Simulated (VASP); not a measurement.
A run of VASP 6.6.1 is set up as follows.

The input INCAR:

```
  ALGO = Fast
  EDIFF = 1E-6
  ENCUT = 520
  GGA = CA
  ISIF = 2
  ISMEAR = -1
  ISPIN = 2
  LASPH = True
  LCHARG = False
  LMAXMIX = 4
  LORBIT = 11
  LREAL = False
  LWAVE = False
  MAGMOM = 1
  NBANDS = 15
  NELM = 150
  PREC = Accurate
  SIGMA = 0.05
```

KPOINTS

```
k-points
0
Gamma
  13 13 13
```

Contents of POSCAR:

```
Ni
1.0
   -1.3744285092      1.3744285092      1.3744285092
    1.3744285092     -1.3744285092      1.3744285092
    1.3744285092      1.3744285092     -1.3744285092
Ni
1
Direct
    0.0000000000      0.0000000000      0.0000000000
```

Potentials or basis: VASP PAW LDA potentials, release 64 (Ni).

Command:

```sh
$ cat potpaw_LDA.64/Ni/POTCAR > POTCAR
$ mpirun -np 1 vasp_std > vasp.out
```

(1) Predict the site moments.

(2) Predict the pressure.

(3) Estimate the net moment.

Answers

(1) Ni +0.26 μB.

(2) -7.4 GPa.

(3) 0.26 μB per cell.
